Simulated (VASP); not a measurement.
# NiO (Fm-3m) in VASP: single point with PBE+U

Aim: the single point of NiO with PBE+U.

Program: VASP 6.6.1. These are calculated values, not measurements. Logs are shortened: lines on timing, memory, paths and dates and some standing lists are left out, and cuts for length are marked.

**1. The cell of the first run**

It takes space group Fm-3m (No. 225, cubic). The conventional cell has a = 4.251 Å, b = 4.251 Å, c = 4.251 Å, α = 90.00°, β = 90.00°, γ = 90.00°. Within 2.8 Å of Ni (site symmetry m-3m) lie 6 O at 2.13 Å. O (site symmetry m-3m) has 6 Ni at 2.13 Å within 2.8 Å.

**2. Single point, PBE+U, collinear spin, ferromagnetic start**

INCAR

```
SYSTEM = NiO
PREC = Accurate
ENCUT = 700
EDIFF = 1E-6
ISMEAR = 1
SIGMA = 0.1
LREAL = .FALSE.
LASPH = .TRUE.
NELM = 200
ALGO = Normal
ISIF = 2
LWAVE = .FALSE.
LCHARG = .TRUE.
ISPIN = 2
MAGMOM = 2 0
LORBIT = 11
LMAXMIX = 4
LDAU = .TRUE.
LDAUTYPE = 2
LDAUL = 2 -1
LDAUU = 3.5 0
LDAUJ = 0 0
LDAUPRINT = 1
GGA = PE
LELF = .TRUE.
LVHAR = .TRUE.
NBANDS = 23
GGA_COMPAT = .FALSE.
```

KPOINTS

```
regular mesh
0
G
  9 9 9
  0 0 0
```

POSCAR

```
NiO
1.0
    0.0000000009      2.1255548369      2.1255548386
    2.1255548412     -0.0000000017      2.1255548412
    2.1255548386      2.1255548369      0.0000000009
Ni O
1 1
Direct
    0.0000000000      0.0000000000      0.0000000000
    0.5000000000      0.5000000000      0.5000000000
```

Potentials or basis: VASP PAW PBE potentials, release 64 (Ni_sv_GW, O).

On the command line:

```sh
$ cat potpaw_PBE.64/Ni_sv_GW/POTCAR potpaw_PBE.64/O/POTCAR > POTCAR
$ mpirun -np 1 vasp_std > vasp.out
```

OUTCAR:

```text
SYSTEM = NiO
   PREC = Accurate
   ENCUT = 700
   EDIFF = 1E-6
   ISMEAR = 1
   LREAL = .FALSE.
   LASPH = .TRUE.
   NELM = 200
   ISIF = 2
   ISPIN = 2
   LORBIT = 11
   GGA = PE

 ion  position               nearest neighbor table
   1  0.000  0.000  0.000-   2 2.13   2 2.13   2 2.13   2 2.13   2 2.13   2 2.13
   2  0.500  0.500  0.500-   1 2.13   1 2.13   1 2.13   1 2.13   1 2.13   1 2.13

  LATTYP: Found a face centered cubic cell.
 ALAT       =     4.2511096824

  Lattice vectors:

 A1 = (   0.0000000009,   2.1255548369,   2.1255548386)
 A2 = (   2.1255548412,  -0.0000000017,   2.1255548412)
 A3 = (   2.1255548386,   2.1255548369,   0.0000000009)

Analysis of symmetry for initial positions (statically):
=====================================================================
 Subroutine PRICEL returns:
 Original cell was already a primitive cell.

 Routine SETGRP: Setting up the symmetry group for a
 face centered cubic supercell.

 Subroutine GETGRP returns: Found 48 space group operations
 (whereof 48 operations were pure point group operations)
 out of a pool of 48 trial point group operations.

The static configuration has the point symmetry O_h .

Analysis of symmetry for dynamics (positions and initial velocities):
=====================================================================
 Subroutine PRICEL returns:
 Original cell was already a primitive cell.

 Routine SETGRP: Setting up the symmetry group for a
 face centered cubic supercell.

 Subroutine GETGRP returns: Found 48 space group operations
 (whereof 48 operations were pure point group operations)
 out of a pool of 48 trial point group operations.

The dynamic configuration has the point symmetry O_h .

Analysis of structural, dynamic, and magnetic symmetry:
=====================================================================
 Subroutine PRICEL returns:
 Original cell was already a primitive cell.

 Routine SETGRP: Setting up the symmetry group for a
 face centered cubic supercell.

 Subroutine GETGRP returns: Found 48 space group operations
 (whereof 48 operations were pure point group operations)
 out of a pool of 48 trial point group operations.

The overall configuration has the point symmetry O_h .

 Subroutine INISYM returns: Found 48 space group operations
 (whereof 48 operations are pure point group operations),
 and found     1 'primitive' translations

----------------------------------------------------------------------------------------

                                     Primitive cell

  volume of cell :      19.2064

  direct lattice vectors                    reciprocal lattice vectors
     0.000000001  2.125554837  2.125554839    -0.235232698  0.235232698  0.235232698
     2.125554841 -0.000000002  2.125554841     0.235232698 -0.235232698  0.235232698
     2.125554839  2.125554837  0.000000001     0.235232698  0.235232698 -0.235232698

  length of vectors
     3.005988479  3.005988484  3.005988479     0.407434985  0.407434985  0.407434985

  position of ions in fractional coordinates (direct lattice)
     0.000000000  0.000000000  0.000000000
     0.500000000  0.500000000  0.500000000

  ion indices of the primitive-cell ions
   primitive index   ion index
                 1           1
[... 69 lines left out ...]
   LSORBIT =      F    spin-orbit coupling
   LASPH  =      T    aspherical Exc in radial PAW
   ENCUT  =  700.0 eV  51.45 Ry    7.17 a.u.   6.48  6.48  6.48*2*pi/ulx,y,z
   NELM   =    200;   NELMIN=  2; NELMDL= -5     # of ELM steps
   EDIFF  = 0.1E-05   stopping-criterion for ELM
   LREAL  =      F    real-space projection
   EDIFFG = 0.1E-04   stopping-criterion for IOM
   NSW    =      0    number of steps for IOM
   IBRION =     -1    ionic relax: 0-MD 1-quasi-New 2-CG
   NFREE  =      0    steps in history (QN), initial steepest desc. (CG)
   ISIF   =      2    stress and relaxation
   ISYM   =      2    0-nonsym 1-usesym 2-fastsym
   POTIM  = 0.5000    time-step for ionic-motion
   TEBEG  =    0.0;   TEEND  =   0.0 temperature during run
   PSTRESS=    0.0 pullay stress
   NELECT =      24.0000    total number of electrons
   NUPDOWN=      -1.0000    fix difference up-down
   EMIN   =  10.00;   EMAX   =-10.00  energy-range for DOS
   EFERMI =   0.00;   METHOD = LEGACY
   ISMEAR =     1;   SIGMA  =   0.10  broadening in eV -4-tet -1-fermi 0-gaus
   EFERMI_NEDOS =   21; number of points for ismear=-14 and -15
   IALGO  =     38    algorithm
   IMIX   =      4    mixing-type and parameters
     AMIX     =   0.40;   BMIX     =  1.00
     AMIX_MAG =   1.60;   BMIX_MAG =  1.00
  volume/ion in A,a.u.               =       9.60        64.81
  Fermi-wavevector in a.u.,A,eV,Ry     =   1.763314  3.332180 42.304261  3.109275
  Thomas-Fermi vector in A             =   2.831514
   LORBIT       =     11    0 simple, 1 ext, 2 COOP (PROOUT), +10 PAW based schemes
 LDA+U is selected, type is set to LDAUTYPE =  2
   angular momentum for each species LDAUL =     2   -1
   U (eV)           for each species LDAUU =   3.5  0.0
   J (eV)           for each species LDAUJ =   0.0  0.0
   GGA     = PE    functional components
   LHFCALC =     F    Hartree Fock is set to
   AEXX    =    0.0000 exact exchange contribution
   IVDW    =     0    specifies the selected vdW correction
   LEPSILON=     F    determine dielectric tensor
   LRPA    =     F    only Hartree local field effects (RPA)
 spin polarized calculation
 Methfessel and Paxton  Order N= 1 SIGMA  =   0.10
  energy-cutoff  :      700.00
  volume of cell :       19.21
 maximum number of plane-waves:       869
 NGX is ok and might be reduce to    28
   NGX = 13   NGY = 13   NGZ = 13

atom =   1  type =  1  l = 2

 onsite density matrix

spin component  1

  0.9334  0.0000  0.0000 -0.0000  0.0000
  0.0000  0.9334 -0.0000 -0.0000  0.0000
  0.0000 -0.0000  0.9641  0.0000 -0.0000
 -0.0000 -0.0000  0.0000  0.9334  0.0000
  0.0000  0.0000 -0.0000  0.0000  0.9641

spin component  2

  0.9251  0.0000  0.0000 -0.0000 -0.0000
  0.0000  0.9251 -0.0000 -0.0000  0.0000
  0.0000 -0.0000  0.1201  0.0000 -0.0000
 -0.0000 -0.0000  0.0000  0.9251  0.0000
 -0.0000  0.0000 -0.0000  0.0000  0.1201

 occupancies and eigenvectors

  o =  0.1201  v =  0.0000  0.0000  0.0000  0.0000  0.0000 -0.0000 -0.0000  0.5000 -0.0000  0.8660      0.0000  0.0000  0.0000  0.0000  0.0000  0.0000  0.0000  0.0000  0.0000  0.0000
  o =  0.1201  v =  0.0000  0.0000  0.0000  0.0000  0.0000  0.0000 -0.0000 -0.8660  0.0000  0.5000      0.0000  0.0000  0.0000  0.0000  0.0000  0.0000  0.0000  0.0000  0.0000  0.0000
  o =  0.9251  v =  0.0000  0.0000  0.0000  0.0000  0.0000 -0.7071  0.7071 -0.0000 -0.0000  0.0000      0.0000  0.0000  0.0000  0.0000  0.0000  0.0000  0.0000  0.0000  0.0000  0.0000
  o =  0.9251  v =  0.0000  0.0000  0.0000  0.0000  0.0000  0.4948  0.4948  0.0000  0.7144  0.0000      0.0000  0.0000  0.0000  0.0000  0.0000  0.0000  0.0000  0.0000  0.0000  0.0000
  o =  0.9251  v =  0.0000  0.0000  0.0000  0.0000  0.0000 -0.5052 -0.5052  0.0000  0.6997  0.0000      0.0000  0.0000  0.0000  0.0000  0.0000  0.0000  0.0000  0.0000  0.0000  0.0000
  o =  0.9334  v =  0.7071 -0.7071 -0.0000  0.0000  0.0000  0.0000  0.0000  0.0000  0.0000  0.0000      0.0000  0.0000  0.0000  0.0000  0.0000  0.0000  0.0000  0.0000  0.0000  0.0000
  o =  0.9334  v = -0.4948 -0.4948  0.0000 -0.7144  0.0000  0.0000  0.0000  0.0000  0.0000  0.0000      0.0000  0.0000  0.0000  0.0000  0.0000  0.0000  0.0000  0.0000  0.0000  0.0000
  o =  0.9334  v = -0.5052 -0.5052 -0.0000  0.6997 -0.0000  0.0000  0.0000  0.0000  0.0000  0.0000      0.0000  0.0000  0.0000  0.0000  0.0000  0.0000  0.0000  0.0000  0.0000  0.0000
  o =  0.9641  v = -0.0000 -0.0000 -0.5000 -0.0000 -0.8660  0.0000  0.0000  0.0000  0.0000  0.0000      0.0000  0.0000  0.0000  0.0000  0.0000  0.0000  0.0000  0.0000  0.0000  0.0000
  o =  0.9641  v =  0.0000 -0.0000  0.8660 -0.0000 -0.5000  0.0000  0.0000  0.0000  0.0000  0.0000      0.0000  0.0000  0.0000  0.0000  0.0000  0.0000  0.0000  0.0000  0.0000  0.0000

 number of electron      23.9999989 magnetization       2.0003782

 Free energy of the ion-electron system (eV)
  ---------------------------------------------------
  ext. energy  EPLUGINS =         0.00000000
  ---------------------------------------------------
  free energy    TOTEN  =       -11.11061752 eV

  energy without entropy =      -11.11095782  energy(sigma->0) =      -11.11073095

 E-fermi :   5.8385     XC(G=0): -12.7026

 val. band max:        5.7825250598   @ k =   0.4444   0.0000   0.0000
 cond. band min:       7.2098314005   @ k =   0.0000   0.0000   0.0000
 fundamental gap:      1.4273063408
 Fermi energy:         5.8385209479

 spin component 1

 k-point     1 :       0.0000    0.0000    0.0000
  band No.  band energies     occupation
      1     -98.4310      1.00000
      2     -58.8022      1.00000
      3     -58.8022      1.00000
      4     -58.8022      1.00000
      5     -13.2954      1.00000
      6       1.2721      1.00000
[... 1241 lines left out ...]
     22      38.3564      0.00000
     23      39.7748      0.00000

 [... further k-points ...]

------------------------ aborting loop because EDIFF is reached ----------------------------------------

  FORCE on cell =-STRESS in cart. coord.  units (eV):
  Direction    XX          YY          ZZ          XY          YZ          ZX
  --------------------------------------------------------------------------------------
  -------------------------------------------------------------------------------------
  Total       -0.1567089     -0.1567089     -0.1567089      0.0000000      0.0000000     -0.0000000
  in kB      -13.0724606    -13.0724606    -13.0724606      0.0000000      0.0000000     -0.0000000
  external PRESSURE =     -13.0724606 kB  Pullay stress =       0.0000000 kB

 VOLUME and BASIS-vectors are now :
 -----------------------------------------------------------------------------
  energy-cutoff  :      700.00
  volume of cell :       19.21
      direct lattice vectors                 reciprocal lattice vectors
     0.000000001  2.125554837  2.125554839    -0.235232698  0.235232698  0.235232698
     2.125554841 -0.000000002  2.125554841     0.235232698 -0.235232698  0.235232698
     2.125554839  2.125554837  0.000000001     0.235232698  0.235232698 -0.235232698

 POSITION                                       TOTAL-FORCE (eV/Angst)
 -----------------------------------------------------------------------------------
      0.00000      0.00000      0.00000        -0.000000      0.000000      0.000000
      2.12555      2.12555      2.12555         0.000000     -0.000000     -0.000000
 -----------------------------------------------------------------------------------
    total drift:                                0.000000      0.000000      0.000000

  FREE ENERGIE OF THE ION-ELECTRON SYSTEM (eV)
  ---------------------------------------------------
  free  energy   TOTEN  =       -11.1106175195 eV

  energy  without entropy=      -11.1109578200  energy(sigma->0) =      -11.11073095

 total charge

# of ion       s       p       d       f       tot
--------------------------------------------------
    1        2.153   6.202   7.718   0.008  16.082
    2        1.546   3.452   0.000   0.000   4.998
--------------------------------------------------
tot          3.699   9.654   7.718   0.008  21.079

 magnetization (x)

# of ion       s       p       d       f       tot
--------------------------------------------------
    1        0.009   0.012   1.710   0.001   1.732
    2        0.024   0.201   0.000   0.000   0.225
--------------------------------------------------
tot          0.033   0.213   1.710   0.001   1.957
```

Wall time 96 s (1 thread of Intel Xeon Platinum 8259CL at 2.50GHz (Skylake/Cascade Lake), shared host); peak memory 0.21 GiB.

Results:

```
Free energy                                           : -11.1106 eV
Pressure                                              : -1.3 GPa
Band gap on the k mesh                                : 1.43 eV (least direct gap 2.10 eV)
Net moment                                            : 2.00 μB per cell
Site moments                                          : Ni +1.73; O +0.23 μB
Valence electrons inside the program's atomic spheres : Ni 16.08; O 5.00
```

Eigenvalues of the final occupation matrices:
```csv
site,spin,trace,eigenvalues
site 1 d,1,4.73,0.93 0.93 0.93 0.96 0.96
site 1 d,2,3.02,0.12 0.12 0.93 0.93 0.93
```

Caveat: an odd mesh through Γ misses points on the zone boundary, where band edges can lie; a cell with one magnetic atom can't hold antiferromagnetic order, which such compounds often take.
